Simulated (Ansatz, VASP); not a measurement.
**KI in VASP and in Ansatz**

The input INCAR:

```
PREC = Accurate
ENCUT = 600
EDIFF = 1E-7
ISMEAR = -1
SIGMA = 0.03
LREAL = False
LASPH = True
NELM = 100
ALGO = Normal
ISIF = 3
LWAVE = False
LCHARG = False
GGA = PE
IBRION = 2
NSW = 100
EDIFFG = -0.005
```

File KPOINTS:

```
regular mesh
0
Gamma
  10 10 10
```

Contents of POSCAR:

```
KI
1.0
    0.0000000000      3.1295391354      3.1295391354
    3.1295391354      0.0000000000      3.1295391354
    3.1295391354      3.1295391354      0.0000000000
K I
1 1
Direct
    0.0000000000      0.0000000000      0.0000000000
    0.5000000000      0.5000000000      0.5000000000
```

Input for Ansatz:

```yaml
crystal:
  lattice:
    - [0.0, 3.1295391354, 3.1295391354]
    - [3.1295391354, 0.0, 3.1295391354]
    - [3.1295391354, 3.1295391354, 0.0]
  atoms:
    - { symbol: K, position: [0.0, 0.0, 0.0] }
    - { symbol: I, position: [0.5, 0.5, 0.5] }
kpoints:
  mp_grid: { grid: [10, 10, 10] }
scf:
  occupations: { method: fermi_dirac, width: 0.03 }
hamiltonian:
  xc: pbe
  pseudopotentials: { kind: paw }
output:
  forces: true
  stress: true
  write_density: true
  write_potential: true
  elf: true
  volumetric_format: npy
relax:
  f_tol: 0.005
  max_steps: 80
  cell: {}
```

Alike in both runs: task relaxation of cell and atoms; functional PBE; k mesh 10 × 10 × 10; occupations fermi-dirac, width 0.03 eV; no spin polarisation.

|  | VASP | Ansatz |
| --- | --- | --- |
| version | VASP 6.6.1 | Ansatz 0.2.0 |
| potentials or method | VASP PAW PBE potentials, release 64 (K_sv, I) | PAW with Ansatz's default frozen-core files, scalar-relativistic |
| plane-wave cutoff (eV) | 600 | 420 |
| valence electrons in the cell | 16 | 26 |

VASP gave:

- gap on the k mesh at the Fermi level, each at its own relaxed structure (eV): 3.85
- relaxed volume (Å³/atom): 46.38
- relaxed length of the cell vector where the two differ most in proportion (Å): 5.081

Q: What did Ansatz give for the same quantities?

A: gap on the k mesh at the Fermi level, each at its own relaxed structure (eV): 3.86; relaxed volume (Å³/atom): 46.27; relaxed length of the cell vector where the two differ most in proportion (Å): 5.077.

VASP's potentials hold 16 valence electrons a cell and Ansatz's 26, so a difference there can come from the potentials and not from the codes.

Neither program's run includes spin-orbit coupling. Noted on VASP's run: the volume moved by over 15 % at a fixed basis, so the end points are rough.
